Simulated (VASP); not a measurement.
Si, 2 atoms in the cell. Symmetry: I4_1/amd, No. 141, tetragonal system. Conventional cell: a = 4.672 Å, b = 4.672 Å, c = 2.579 Å, α = 90.00°, β = 90.00°, γ = 90.00°. Si (site symmetry -4m2) has 10 Si at 2.42 to 3.03 Å within 3.2 Å.  This cell differs from its parent crystal: strain -0.015 along x and y, -0.030 along z.

| Item | Value |
| --- | --- |
| Program | VASP 6.6.1 |
| Task | single point |
| Functional | LDA |
| Potentials or basis | VASP PAW LDA potentials, release 64 (Si) |
| Cutoff | 520 eV |
| k mesh | 20 × 20 × 20 |
| Occupations | gaussian, width 0.15 eV |
| Spin | no spin polarisation |
| Dipole correction | no |
| Further INCAR settings | ALGO = Normal; EDIFF = 1e-07; NBANDS = 11 |

Potentials or basis: VASP PAW LDA potentials, release 64 (Si).

The run is started by

```bash
$ cat potpaw_LDA.64/Si/POTCAR > POTCAR
$ mpirun -np 1 vasp_std > vasp.out
```

Hardware: 1 thread of Intel(R) Xeon(R) 6975P-C (Granite Rapids), on a shared host.

Q: How long does it take, and how much memory?

A: It took 2.7 min on 1 thread of Intel(R) Xeon(R) 6975P-C (Granite Rapids), on a shared host, peak memory 0.26 GiB. Counts: scf iterations 11, k points 641.
